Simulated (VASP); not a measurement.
Here is a VASP 6.6.1 calculation.

INCAR

```
ALGO = Normal ; EDIFF = 1E-7
ENCUT = 520 ; GGA = PE
ISIF = 2 ; ISMEAR = -1
LASPH = True ; LCHARG = True
LELF = True ; LREAL = False
LVHAR = True ; LWAVE = False
NBANDS = 16 ; NELM = 100
PREC = Accurate ; SIGMA = 0.02
```

File KPOINTS:

```
k-points
0
Gamma
  11 11 4
```

File POSCAR:

```
BN
1.0
    2.5039917043     -0.0125199585     -0.0125199585
   -1.2628384543      2.1747804061     -0.0045826229
   -0.0333060000     -0.0333060000      6.6612000000
B N
2 2
Direct
    0.3333333333      0.6666666667      0.2500000000
    0.6666666667      0.3333333333      0.7500000000
    0.3333333333      0.6666666667      0.7500000000
    0.6666666667      0.3333333333      0.2500000000
```

Potentials or basis: VASP PAW PBE potentials, release 64 (B, N).

Launch:

```bash
$ cat potpaw_PBE.64/B/POTCAR potpaw_PBE.64/N/POTCAR > POTCAR
$ mpirun -np 1 vasp_std > vasp.out
```

Problem. Estimate the band gap on the k mesh.

Solution. 4.30 eV, indirect (least direct gap 4.66 eV).

Problem. What does it give for the largest force?

Solution. 0.127 eV/Å.

Stress tensor (GPa, compression positive):
```
3.77 3.74 0.02
3.74 3.76 0.02
0.02 0.02 2.71
```

Caveat: the cell differs from its parent crystal (equal xy, yz and zx shear strains of -1 %). A k mesh can miss the band edges.
